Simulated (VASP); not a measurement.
# Sc in VASP: single point with PBE

Aim: the single point of Sc with PBE.

Everything below comes from runs of VASP 6.6.1. Logs are shortened: lines on timing, memory, paths and dates and some standing lists are left out, and cuts for length are marked.

## (1) The cell of the first run

The typed cell holds 6 atoms: a = 5.124 Å, b = 5.124 Å, c = 6.464 Å, α = 90.00°, β = 90.00°, γ = 59.86°.

This isn't the form of Sc at room conditions, which is hcp.

## (2) Single point, PBE

INCAR reads:

```
SYSTEM = Sc
PREC = Accurate ; ENCUT = 520
EDIFF = 1E-6 ; ISMEAR = 0
SIGMA = 0.1 ; LREAL = .False.
LASPH = .True. ; NELM = 80
ALGO = Fast ; ISIF = 2
LWAVE = .False. ; LCHARG = .False.
GGA = PE ; NBANDS = 42
```

KPOINTS reads:

```
Automatic mesh
0
Gamma
  8 8 6
  0 0 0
```

POSCAR reads:

```
Sc
1.0
    4.4408455235     -2.5565097336      0.0023856200
    4.4408455235      2.5565097336      0.0023856200
   -0.0035417648      0.0000000000      6.4641374549
Sc
6
Direct
    0.3334249068      0.3334249068      0.4999888771
    0.3334249068      0.3334249068      0.9999888771
    0.0000000000      0.0000000000      0.2500000000
    0.0000000000      0.0000000000      0.7500000000
    0.6665750932      0.6665750932      0.0000111229
    0.6665750932      0.6665750932      0.5000111229
```

Potentials or basis: VASP PAW PBE potentials, release 64 (Sc_sv).

Started as:

```bash
cat potpaw_PBE.64/Sc_sv/POTCAR > POTCAR
mpirun -np 1 vasp_std > vasp.out
```

OUTCAR:

```text
SYSTEM = Sc
   PREC = Accurate
   ENCUT = 520
   EDIFF = 1E-6
   ISMEAR = 0
   LREAL = .False.
   LASPH = .True.
   NELM = 80
   ISIF = 2
   GGA = PE

 ion  position               nearest neighbor table
   1  0.333  0.333  0.500-   6 2.95   6 2.95   6 2.96   2 3.23   2 3.23   3 3.37   3 3.37   4 3.37
                             4 3.37   3 3.37   4 3.37
   2  0.333  0.333  1.000-   5 2.95   5 2.95   5 2.96   1 3.23   1 3.23   4 3.37   4 3.37   3 3.37
                             3 3.37   4 3.37   3 3.37
   3  0.000  0.000  0.250-   4 3.23   4 3.23   5 3.37   5 3.37   1 3.37   1 3.37   6 3.37   2 3.37
                             6 3.37   2 3.37   5 3.37   1 3.37   6 3.37   2 3.37
   4  0.000  0.000  0.750-   3 3.23   3 3.23   6 3.37   6 3.37   2 3.37   2 3.37   1 3.37   5 3.37
                             1 3.37   5 3.37   6 3.37   2 3.37   1 3.37   5 3.37
   5  0.667  0.667  0.000-   2 2.95   2 2.95   2 2.96   6 3.23   6 3.23   3 3.37   3 3.37   4 3.37
                             4 3.37   3 3.37   4 3.37
   6  0.667  0.667  0.500-   1 2.95   1 2.95   1 2.96   5 3.23   5 3.23   4 3.37   4 3.37   3 3.37
                             3 3.37   4 3.37   3 3.37

  LATTYP: Found a simple monoclinic cell.
 ALAT       =     5.1130194672
 B/A-ratio  =     1.2642506970
 C/A-ratio  =     1.0021758209
 COS(beta)  =    -0.4989144515

  Lattice vectors:

 A1 = (   0.0000000000,  -5.1130194672,   0.0000000000)
 A2 = (  -0.0035417648,   0.0000000000,   6.4641374549)
 A3 = (  -4.4408455235,   2.5565097336,  -0.0023856200)

Analysis of symmetry for initial positions (statically):
=====================================================================
 Subroutine PRICEL returns following result:

  LATTYP: Found a simple monoclinic cell.
 ALAT       =     5.1130194672
 B/A-ratio  =     0.6321253485
 C/A-ratio  =     1.0021758209
 COS(beta)  =    -0.4989144515

  Lattice vectors:

 A1 = (   0.0000000000,  -5.1130194672,   0.0000000000)
 A2 = (  -0.0017708824,   0.0000000000,   3.2320687275)
 A3 = (  -4.4408455235,   2.5565097336,  -0.0023856200)

   2 primitive cells build up your supercell.

 Routine SETGRP: Setting up the symmetry group for a
 simple monoclinic supercell.

 Subroutine GETGRP returns: Found  2 space group operations
 (whereof  2 operations were pure point group operations)
 out of a pool of  4 trial point group operations.

The static configuration has the point symmetry S_2 .

Analysis of symmetry for dynamics (positions and initial velocities):
=====================================================================
 Subroutine PRICEL returns following result:

  LATTYP: Found a simple monoclinic cell.
 ALAT       =     5.1130194672
 B/A-ratio  =     0.6321253485
 C/A-ratio  =     1.0021758209
 COS(beta)  =    -0.4989144515

  Lattice vectors:

 A1 = (   0.0000000000,  -5.1130194672,   0.0000000000)
 A2 = (  -0.0017708824,   0.0000000000,   3.2320687275)
 A3 = (  -4.4408455235,   2.5565097336,  -0.0023856200)

   2 primitive cells build up your supercell.

 Routine SETGRP: Setting up the symmetry group for a
 simple monoclinic supercell.

 Subroutine GETGRP returns: Found  2 space group operations
 (whereof  2 operations were pure point group operations)
 out of a pool of  4 trial point group operations.

The dynamic configuration has the point symmetry S_2 .

 Subroutine INISYM returns: Found  2 space group operations
 (whereof  2 operations are pure point group operations),
 and found     2 'primitive' translations

----------------------------------------------------------------------------------------

                                     Primitive cell

  volume of cell :      73.3878

  direct lattice vectors                    reciprocal lattice vectors
     0.000000000 -5.113019467  0.000000000    -0.112591138 -0.195579150 -0.000061690
    -0.001770882  0.000000000  3.232068727    -0.000166209  0.000000000  0.309399270
    -4.440845524  2.556509734 -0.002385620    -0.225182277  0.000000000 -0.000123380

  length of vectors
     5.113019467  3.232069213  5.124144482     0.225672267  0.309399315  0.225182311

  position of ions in fractional coordinates (direct lattice)
     0.666575093  0.999977754  0.333150186
     0.000000000  0.500000000  0.000000000
     0.333424907  0.000022246  0.666849814

  ion indices of the primitive-cell ions
   primitive index   ion index
                 1           1
                 2           3
                 3           6

----------------------------------------------------------------------------------------

 KPOINTS: Automatic mesh

Automatic generation of k-mesh.
 Grid dimensions read from file:
 generate k-points for:    8    8    6

 Generating k-lattice:

  Cartesian coordinates                     Fractional coordinates (reciprocal lattice)
     0.014073892 -0.024447394  0.000007711     0.125000000 -0.000000000  0.000000000
     0.014073892  0.024447394  0.000007711    -0.000000000  0.125000000  0.000000000
    -0.000013851  0.000000000  0.025783273     0.000000000  0.000000000  0.166666667

  Length of vectors
     0.028209033  0.028209033  0.025783276

  Shift w.r.t. Gamma in fractional coordinates (k-lattice)
     0.000000000  0.000000000  0.000000000

 Subroutine IBZKPT returns following result:
 ===========================================

 Found    196 irreducible k-points:

 Following reciprocal coordinates:
            Coordinates               Weight
  0.000000  0.000000  0.000000      1.000000
  0.125000  0.000000 -0.000000      2.000000
 -0.000000 -0.125000  0.000000      2.000000
  0.250000  0.000000 -0.000000      2.000000
 -0.000000 -0.250000  0.000000      2.000000
  0.375000  0.000000  0.000000      2.000000
[... 16 lines left out ...]
  0.375000  0.250000 -0.000000      2.000000
 -0.250000 -0.375000  0.000000      2.000000
 [... further k-points ...]
   k-points           NKPTS =    196   k-points in BZ     NKDIM =    196   number of bands    NBANDS=     42
   number of dos      NEDOS =    301   number of ions     NIONS =      6
   total plane-waves  NPLWV =  76800
   dimension x,y,z NGX =    40 NGY =   40 NGZ =   48
   dimension x,y,z NGXF=    80 NGYF=   80 NGZF=   96
   ions per type =               6
   NGX,Y,Z   is equivalent  to a cutoff of  12.98, 12.98, 12.34 a.u.
   NGXF,Y,Z  is equivalent  to a cutoff of  25.95, 25.95, 24.69 a.u.
 SYSTEM =  Sc
   PREC   = accura    normal or accurate (medium, high low for compatibility)
   ISTART =      0    job   : 0-new  1-cont  2-samecut
   ICHARG =      2    charge: 1-file 2-atom 10-const
   ISPIN  =      1    spin polarized calculation?
   LNONCOLLINEAR =      F non collinear calculations
   LSORBIT =      F    spin-orbit coupling
   LASPH  =      T    aspherical Exc in radial PAW
   ENCUT  =  520.0 eV  38.22 Ry    6.18 a.u.   9.53  9.53 12.02*2*pi/ulx,y,z
   NELM   =     80;   NELMIN=  2; NELMDL= -5     # of ELM steps
   EDIFF  = 0.1E-05   stopping-criterion for ELM
   LREAL  =      F    real-space projection
   EDIFFG = 0.1E-04   stopping-criterion for IOM
   NSW    =      0    number of steps for IOM
   IBRION =     -1    ionic relax: 0-MD 1-quasi-New 2-CG
   NFREE  =      0    steps in history (QN), initial steepest desc. (CG)
   ISIF   =      2    stress and relaxation
   ISYM   =      2    0-nonsym 1-usesym 2-fastsym
   POTIM  = 0.5000    time-step for ionic-motion
   TEBEG  =    0.0;   TEEND  =   0.0 temperature during run
   PSTRESS=    0.0 pullay stress
   NELECT =      66.0000    total number of electrons
   NUPDOWN=      -1.0000    fix difference up-down
   EMIN   =  10.00;   EMAX   =-10.00  energy-range for DOS
   EFERMI =   0.00;   METHOD = LEGACY
   ISMEAR =     0;   SIGMA  =   0.10  broadening in eV -4-tet -1-fermi 0-gaus
   EFERMI_NEDOS =   21; number of points for ismear=-14 and -15
   IALGO  =     68    algorithm
   IMIX   =      4    mixing-type and parameters
     AMIX     =   0.40;   BMIX     =  1.00
     AMIX_MAG =   1.60;   BMIX_MAG =  1.00
  volume/ion in A,a.u.               =      24.46       165.08
  Fermi-wavevector in a.u.,A,eV,Ry     =   1.254214  2.370120 21.402671  1.573052
  Thomas-Fermi vector in A             =   2.388029
   LORBIT       =      0    0 simple, 1 ext, 2 COOP (PROOUT), +10 PAW based schemes
   GGA     = PE    functional components
   LHFCALC =     F    Hartree Fock is set to
   AEXX    =    0.0000 exact exchange contribution
   IVDW    =     0    specifies the selected vdW correction
   LEPSILON=     F    determine dielectric tensor
   LRPA    =     F    only Hartree local field effects (RPA)
 non-spin polarized calculation
 RMM-DIIS sequential band-by-band and
 Gauss-broadening in eV      SIGMA  =   0.10
  energy-cutoff  :      520.00
  volume of cell :      146.78
 maximum number of plane-waves:      4006
 NGX is ok and might be reduce to    40
   NGX = 19   NGY = 19   NGZ = 25

 number of electron      66.0000008 magnetization

 Free energy of the ion-electron system (eV)
  ---------------------------------------------------
  ext. energy  EPLUGINS =         0.00000000
  ---------------------------------------------------
  free energy    TOTEN  =       -37.17269249 eV

  energy without entropy =      -37.11639190  energy(sigma->0) =      -37.14454220

 E-fermi :   3.6632     XC(G=0):  -9.9034

 val. band max:        3.6623317542   @ k =  -0.2500  -0.3750  -0.3333
 cond. band min:       3.6652722892   @ k =  -0.1250  -0.3750  -0.3333
 fundamental gap:      0.0029405349
 Fermi energy:         3.6631599506

 k-point     1 :       0.0000    0.0000    0.0000
  band No.  band energies     occupation
      1     -45.7309      2.00000
      2     -45.6882      2.00000
      3     -45.6709      2.00000
      4     -45.6688      2.00000
      5     -45.6159      2.00000
      6     -45.5948      2.00000
[... 34 lines left out ...]
     41       5.4300      0.00000
     42       5.8921      0.00000

 k-point     2 :       0.1250    0.0000   -0.0000
  band No.  band energies     occupation
      1     -45.7270      2.00000
      2     -45.6851      2.00000
      3     -45.6716      2.00000
      4     -45.6688      2.00000
      5     -45.6192      2.00000
      6     -45.5980      2.00000
[... 979 lines left out ...]
     41       5.2415      0.00000
     42       5.4376      0.00000

 k-point    24 :      -0.2500   -0.3750    0.0000
  band No.  band energies     occupation
      1     -45.7072      2.00000
      2     -45.6748      2.00000
      3     -45.6687      2.00000
      4     -45.6687      2.00000
      5     -45.6359      2.00000
      6     -45.6145      2.00000
[... 34 lines left out ...]
     41       5.2208      0.00000
     42       5.2960      0.00000

 [... further k-points ...]

------------------------ aborting loop because EDIFF is reached ----------------------------------------

  FORCE on cell =-STRESS in cart. coord.  units (eV):
  Direction    XX          YY          ZZ          XY          YZ          ZX
  --------------------------------------------------------------------------------------
  -------------------------------------------------------------------------------------
  Total       -0.0043220      0.1096535      0.0622648     -0.0000807     -0.0000255      0.0001100
  in kB       -0.0471784      1.1969591      0.6796723     -0.0008807     -0.0002783      0.0012003
  external PRESSURE =       0.6098177 kB  Pullay stress =       0.0000000 kB

 VOLUME and BASIS-vectors are now :
 -----------------------------------------------------------------------------
  energy-cutoff  :      520.00
  volume of cell :      146.78
      direct lattice vectors                 reciprocal lattice vectors
     4.440845524 -2.556509734  0.002385620     0.112591138 -0.195579150  0.000061690
     4.440845524  2.556509734  0.002385620     0.112591138  0.195579150  0.000061690
    -0.003541765  0.000000000  6.464137455    -0.000083105  0.000000000  0.154699635

 POSITION                                       TOTAL-FORCE (eV/Angst)
 -----------------------------------------------------------------------------------
      2.95961      0.00000      3.23359        -0.000830      0.000013      0.000041
      2.95784      0.00000      6.46566        -0.000830      0.000013      0.000041
     -0.00089      0.00000      1.61603        -0.000000     -0.000000      0.000000
     -0.00266      0.00000      4.84810        -0.000000     -0.000000     -0.000000
      5.92031      0.00000      0.00325         0.000830     -0.000013     -0.000041
      5.91854      0.00000      3.23532         0.000830     -0.000013     -0.000041
 -----------------------------------------------------------------------------------
    total drift:                               -0.000000     -0.000000      0.000000

  FREE ENERGIE OF THE ION-ELECTRON SYSTEM (eV)
  ---------------------------------------------------
  free  energy   TOTEN  =       -37.1726924938 eV

  energy  without entropy=      -37.1163919033  energy(sigma->0) =      -37.14454220
```

Wall time 16 min (1 thread of Intel Xeon Platinum 8559C (Emerald Rapids), shared host); peak memory 0.86 GiB.

What came out:

| Property | Result |
| --- | --- |
| Free energy | -37.1727 eV |
| Pressure | 0.1 GPa |
| Band gap on the k mesh | zero (bands 33 and 34 overlap by 0.83 eV) |
